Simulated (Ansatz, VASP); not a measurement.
## SiF: VASP beside Ansatz

File INCAR:

```
SYSTEM = SiF
ALGO = Normal
EDIFF = 1E-6
EDIFFG = -0.04
ENCUT = 600
GGA = PE
IBRION = 2
ISIF = 3
ISMEAR = 0
LASPH = .TRUE.
LCHARG = .FALSE.
LREAL = .FALSE.
LWAVE = .FALSE.
NELM = 60
NSW = 90
PREC = Accurate
SIGMA = 0.1
```

KPOINTS

```
k-points
0
G
  6 6 2
  0 0 0
```

Contents of POSCAR:

```
SiF
1.0
    3.1326857900      0.0000000000      0.0000000000
   -1.5663429000      2.7129854800      0.0000000000
    0.0000000000      0.0000000000     10.3227612300
Si F
4 4
Direct
    0.6666666700      0.3333333300      0.1250000000
    0.6666666700      0.3333333300      0.3750000000
    0.3333333300      0.6666666700      0.6250000000
    0.3333333300      0.6666666700      0.8750000000
    0.0000000000      0.0000000000      0.0000000000
    0.3333333300      0.6666666700      0.2500000000
    0.0000000000      0.0000000000      0.5000000000
    0.6666666700      0.3333333300      0.7500000000
```

Input for Ansatz:

```yaml
crystal:
  lattice:
    - [3.13268579, 0.0, 0.0]
    - [-1.5663429, 2.71298548, 0.0]
    - [0.0, 0.0, 10.32276123]
  atoms:
    - { symbol: Si, position: [0.66666667, 0.33333333, 0.125] }
    - { symbol: Si, position: [0.66666667, 0.33333333, 0.375] }
    - { symbol: Si, position: [0.33333333, 0.66666667, 0.625] }
    - { symbol: Si, position: [0.33333333, 0.66666667, 0.875] }
    - { symbol: F, position: [0.0, 0.0, 0.0] }
    - { symbol: F, position: [0.33333333, 0.66666667, 0.25] }
    - { symbol: F, position: [0.0, 0.0, 0.5] }
    - { symbol: F, position: [0.66666667, 0.33333333, 0.75] }
basis:
  ecutwfc: 420
kpoints:
  mp_grid: { grid: [6, 6, 2] }
hamiltonian:
  xc: pbe
scf:
  occupations: { method: gaussian, width: 0.1 }
  lower_state_search: "off"
output:
  forces: true
  stress: true
  eigenvalues: true
relax:
  adjacent_minimum: "off"
  f_tol: 0.04
  max_steps: 70
  cell: { stress_tol: 0.4 }
```

Alike in both runs: task relaxation of cell and atoms; functional PBE; k mesh 6 × 6 × 2; occupations gaussian, width 0.1 eV; no spin polarisation.

|  | VASP | Ansatz |
| --- | --- | --- |
| version | VASP 6.6.1 | Ansatz 0.2.0 |
| potentials or method | VASP PAW PBE potentials, release 64 (Si, F), cutoff 600 eV | scalar-relativistic, plane waves, PAW |
| valence electrons in the cell | 44 | 44 |

```csv
,VASP,Ansatz,Ansatz less VASP
"gap on the k mesh at the Fermi level, each at its own relaxed structure (eV)",none,none,-
relaxed volume (Å³/atom),13.57,14.11,+0.535
relaxed length of the cell vector where the two differ most in proportion (Å),3.931,4.030,+0.0993
```

A gap of «none» marks a metal or a gap that the smearing closes.

The k mesh is coarse, so the values compare programs but aren't converged. Noted on VASP's run: the volume moved by over 15 % at a fixed basis, so the end points are rough.
